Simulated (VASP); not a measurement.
Set up this calculation in VASP 6.6.1, as the native input.

```
Task                   : single point
Functional             : r2SCAN
Potentials or basis    : VASP PAW PBE potentials, release 64 (K_sv, Ta_pv, O)
Cutoff                 : 520 eV
k mesh                 : 6 × 6 × 6
Occupations            : gaussian, width 0.01 eV
Spin                   : no spin polarisation
Dipole correction      : no
Further INCAR settings : ALGO = Normal; EDIFF = 1e-06; NBANDS = 27
```

The system is KTaO3.

```
K Ta O
1.0
     4.06839    0.00000    0.00000
     0.00000    4.06839    0.00000
     0.00000    0.00000    4.06839
K Ta O
1 1 3
Cartesian
  0.0000 0.0000 0.0000
  2.0342 2.0342 2.0342
  2.0342 2.0342 0.0000
  2.0342 0.0000 2.0342
  0.0000 2.0342 2.0342
```

This cell differs from its parent crystal: volume changed by +6%.

One way to write it, as run:

POSCAR

```
KTaO3
1.0
    4.0683888445      0.0000000000      0.0000000000
    0.0000000000      4.0683888445      0.0000000000
    0.0000000000      0.0000000000      4.0683888445
K Ta O
1 1 3
Direct
    0.0000000000      0.0000000000      0.0000000000
    0.5000000000      0.5000000000      0.5000000000
    0.5000000000      0.5000000000      0.0000000000
    0.5000000000      0.0000000000      0.5000000000
    0.0000000000      0.5000000000      0.5000000000
```

INCAR.step1

```
SYSTEM = KTaO3
PREC = Accurate ; ENCUT = 520
ISMEAR = 0 ; SIGMA = 0.01
LREAL = .FALSE. ; LASPH = .TRUE.
NELM = 60 ; NBANDS = 27
GGA = PE ; ALGO = Normal
EDIFF = 1E-4 ; LWAVE = .TRUE.
LCHARG = .FALSE.
```

INCAR.step2

```
SYSTEM = KTaO3
PREC = Accurate ; ENCUT = 520
EDIFF = 1E-6 ; ISMEAR = 0
SIGMA = 0.01 ; LREAL = .FALSE.
LASPH = .TRUE. ; NELM = 60
ALGO = Normal ; ISIF = 2
LWAVE = .FALSE. ; LCHARG = .FALSE.
METAGGA = R2SCAN ; LMIXTAU = .TRUE.
NBANDS = 27 ; ISTART = 1
```

KPOINTS

```
Automatic mesh
0
G
  6 6 6
  0 0 0
```

Potentials or basis: VASP PAW PBE potentials, release 64 (K_sv, Ta_pv, O).

Run with:

```console
$ cat potpaw_PBE.64/K_sv/POTCAR potpaw_PBE.64/Ta_pv/POTCAR potpaw_PBE.64/O/POTCAR > POTCAR
$ cp INCAR.step1 INCAR
$ mpirun -np 1 vasp_std > vasp.out
$ cp INCAR.step2 INCAR
$ mpirun -np 1 vasp_std > vasp.out
```

Results of the run:

| Quantity | Value |
| --- | --- |
| Pressure | -10.0 GPa |
| Band gap on the k mesh | 2.44 eV, indirect (least direct gap 3.11 eV) |

Caveat: the PAW data sets were made with another functional, which shifts forces and pressure a little; spin-orbit coupling is left out, which moves the levels of the heavy elements.

It took 95 s on 1 thread of Intel(R) Xeon(R) 6975P-C (Granite Rapids), on a shared host, peak memory 0.18 GiB.
